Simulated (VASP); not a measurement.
# Zn3BH4: single point with PBE

Zn3BH4:

```
CELL_PARAMETERS angstrom
4.58464 0.00000 0.00000
0.00000 4.58464 0.00000
0.00000 0.00000 4.58464
ATOMIC_POSITIONS crystal
Zn 0.00000 0.00000 0.50000
Zn 0.00000 0.50000 0.00000
Zn 0.50000 0.00000 0.00000
B 0.50000 0.50000 0.50000
H 0.65521 0.65521 0.34479
H 0.65521 0.34479 0.65521
H 0.34479 0.65521 0.65521
H 0.34479 0.34479 0.34479
```

```
Program             : VASP 6.6.1
Task                : single point
Functional          : PBE
Potentials or basis : VASP PAW PBE potentials, release 64 (Zn, B, H)
Cutoff              : 520 eV
k mesh              : 8 × 8 × 8
Occupations         : gaussian, width 0.1 eV
Spin                : no spin polarisation
```

```json
{"Pressure": "0.0 GPa", "Largest force": "0.010 eV/Å"}
```

Forces in eV/Å, atoms in the order of the input:
```
Zn   0.000  0.000  0.000
Zn   0.000  0.000  0.000
Zn   0.000  0.000  0.000
B    0.000  0.000  0.000
H    0.006  0.006 -0.006
H    0.006 -0.006  0.006
H   -0.006  0.006  0.006
H   -0.006 -0.006 -0.006
```

Levels at points of the mesh, in eV from the Fermi level:
```tsv
k point	band 17	band 18	band 19	band 20	band 21	band 22	band 23	band 24	band 25	band 26
(0.00, 0.00, 0.00)	-4.23	-4.23	-4.23	-3.59	0.31	0.31	3.03	3.03	3.03	6.56
(0.50, 0.00, 0.00)	-6.19	-3.76	-3.76	-1.80	-0.85	1.04	1.97	1.97	3.46	5.38
(0.50, 0.50, 0.00)	-5.23	-5.23	-4.43	-2.27	0.05	0.05	1.89	3.51	3.51	3.93
(0.50, 0.50, 0.50)	-4.88	-4.88	-4.88	-1.80	-1.80	-1.80	-1.14	4.13	4.13	4.13
```

It took 70 s on 1 thread of AMD EPYC 9R45 96-Core Processor (Zen 5), on a shared host, peak memory 0.23 GiB.
